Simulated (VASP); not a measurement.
Wanted: the native input for a VASP 6.6.1 run.

| Quantity | Value |
| --- | --- |
| Task | single point |
| Functional | LDA |
| Potentials or basis | VASP PAW LDA potentials, release 64 (In_d, Au) |
| Cutoff | 520 eV |
| k mesh | 10 × 10 × 10 |
| Occupations | fermi-dirac, width 0.05 eV |
| Spin | no spin polarisation |
| Dipole correction | no |
| Further INCAR settings | ALGO = Normal; EDIFF = 1e-06; NBANDS = 26 |

The structure of In2Au lies in POSCAR:

```
In2Au
1.0
    0.0000000000      3.2291805506      3.2291805506
    3.2291805506      0.0000000000      3.2291805506
    3.2291805506      3.2291805506      0.0000000000
In Au
2 1
Direct
    0.2500000000      0.2500000000      0.2500000000
    0.7500000000      0.7500000000      0.7500000000
    0.0000000000      0.0000000000      0.0000000000
```

The input as run:

INCAR

```
  ALGO = Normal
  EDIFF = 1E-6
  ENCUT = 520
  ISIF = 2
  ISMEAR = -1
  LASPH = T
  LCHARG = F
  LREAL = F
  LWAVE = F
  NBANDS = 26
  NELM = 60
  PREC = Accurate
  SIGMA = 0.05
```

KPOINTS

```
k-points
0
Gamma
  10 10 10
```

Potentials or basis: VASP PAW LDA potentials, release 64 (In_d, Au).

The run is started by

```console
$ cat potpaw_LDA.64/In_d/POTCAR potpaw_LDA.64/Au/POTCAR > POTCAR
$ mpirun -np 1 vasp_std > vasp.out
```

Results of the run:

The pressure is 0.3 GPa and the band gap on the k mesh is zero (an odd number of electrons rules out a gap without spin polarisation).

Caveat: spin-orbit coupling is left out, which moves the levels of the heavy elements.

Run time: 33 s on 1 thread of Intel(R) Xeon(R) 6975P-C (Granite Rapids), with other jobs on the host, peak memory 0.21 GiB.
